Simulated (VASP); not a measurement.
**HfN (CsCl type): single point with PBE**

Crystal: HfN (CsCl type).

```xyz
2
Lattice="2.4894 0.0000 0.0000 0.0000 2.4894 0.0000 0.0000 0.0000 2.4894" Properties=species:S:1:pos:R:3 pbc="T T T"
Hf    0.0000    0.0000    0.0000
N     1.2447    1.2447    1.2447
```

```yaml
Program: VASP 6.6.1
Task: single point
Functional: PBE
Potentials_or_basis: VASP PAW PBE potentials, release 64 (Hf_pv, N)
Cutoff: 520 eV
k_mesh: 15 × 15 × 15
Occupations: fermi-dirac, width 0.08 eV
Spin: no spin polarisation
```

```yaml
Pressure: 192.7 GPa
```

Levels at points of the mesh, in eV from the Fermi level:
```csv
k point,band 5,band 6,band 7,band 8,band 9,band 10,band 11,band 12
"(0.00, 0.00, 0.00)",-4.29,-4.29,-1.05,-1.05,-1.05,9.21,9.21,9.21
```

Run time: 18 s on 1 thread of Intel Xeon 6975P-C, on a shared host, peak memory 0.14 GiB.

Caveat: spin-orbit coupling is left out, which moves the levels of the heavy elements.
